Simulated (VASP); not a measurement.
Input of a VASP 6.6.1 run:

The input POSCAR:

```
TiTe2
1.0
    3.7618536874      0.0000000000      0.0000000000
   -1.8809268437      3.2578608586      0.0000000000
    0.0000000000      0.0000000000      6.8283907304
Ti Te
1 2
Direct
    0.0000000000      0.0000000000      0.0000000000
    0.6666666667      0.3333333333      0.2463195005
    0.3333333333      0.6666666667      0.7536804995
```

The input INCAR.step1:

```
  PREC = Accurate
  ENCUT = 600
  ISMEAR = 0
  SIGMA = 0.1
  LREAL = F
  LASPH = T
  NELM = 100
  GGA = PE
  ALGO = Normal
  EDIFF = 1E-4
  LWAVE = T
  LCHARG = F
```

File INCAR.step2:

```
  PREC = Accurate
  ENCUT = 600
  EDIFF = 1E-7
  ISMEAR = 0
  SIGMA = 0.1
  LREAL = F
  LASPH = T
  NELM = 100
  ALGO = Normal
  ISIF = 4
  LWAVE = F
  LCHARG = F
  METAGGA = R2SCAN
  LMIXTAU = T
  IBRION = 2
  NSW = 50
  EDIFFG = -0.01
  ISTART = 1
```

Contents of KPOINTS:

```
regular mesh
0
Gamma
  12 12 8
```

Potentials or basis: VASP PAW PBE potentials, release 64 (Ti_sv, Te).

The run is started by

```bash
$ cat potpaw_PBE.64/Ti_sv/POTCAR potpaw_PBE.64/Te/POTCAR > POTCAR
$ cp INCAR.step1 INCAR
$ mpirun -np 1 vasp_std > vasp.out
$ cp INCAR.step2 INCAR
$ mpirun -np 1 vasp_std > vasp.out
```

Problem. What does it give for the band gap on the k mesh?

Solution. Zero (bands 12 and 13 overlap by 0.55 eV).

Step by step:
```
step  energy change (eV)  largest force (eV/Å)  pressure (GPa)  volume (Å³)
   1              0.0000                0.3177            2.13        83.69
   2             -0.0073                0.1612            1.54        83.69
   3             -0.0097                0.0093            0.92        83.69
   4             -0.0097                0.0050            0.96        83.69
   5             -0.0116                0.0051            0.85        83.69
   6             -0.0136                0.0003            0.51        83.69
   7             -0.0136                0.0015            0.56        83.69
```

Caveat: the PAW data sets were made with another functional, which shifts forces and pressure a little; spin-orbit coupling is left out, which moves the levels of the heavy elements.
